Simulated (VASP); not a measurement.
# GaP: single point with r2SCAN+rVV10

GaP:

```
Ga P
1.0
     0.00000    2.71843    2.71843
     2.71843    0.00000    2.71843
     2.71843    2.71843    0.00000
Ga P
1 1
Direct
  0.00000 0.00000 0.00000
  0.25000 0.25000 0.25000
```

```json
{
  "Program": "VASP 6.6.1",
  "Task": "single point",
  "Functional": "r2SCAN",
  "Dispersion": "rVV10",
  "Potentials or basis": "VASP PAW PBE potentials, release 64 (Ga_d, P)",
  "Cutoff": "520 eV",
  "k mesh": "10 × 10 × 10",
  "Occupations": "fermi-dirac, width 0.03 eV",
  "Spin": "no spin polarisation",
  "Dipole correction": "no",
  "Further INCAR settings": "ALGO = Normal; EDIFF = 1e-06; NBANDS = 16"
}
```

```yaml
Pressure: -0.1 GPa
Band_gap_on_the_k_mesh: 1.81 eV, indirect (least direct gap 2.39 eV)
```

Levels at points of the mesh, in eV from the valence-band top:
```tsv
k point	band 7	band 8	band 9	band 10	band 11	band 12
(0.00, 0.00, 0.00)	0.00	0.00	0.00	2.39	4.18	4.18
(0.50, 0.00, 0.00)	-6.91	-1.18	-1.18	2.04	5.03	5.03
(0.50, 0.50, 0.00)	-7.00	-2.83	-2.83	1.84	2.06	11.41
```

Run time: 2.8 min on 1 thread of Intel Xeon 6975P-C, with other jobs on the host, peak memory 0.3 GiB.

Caveat: the PAW data sets were made with another functional, which shifts forces and pressure a little. A k mesh can miss the band edges.
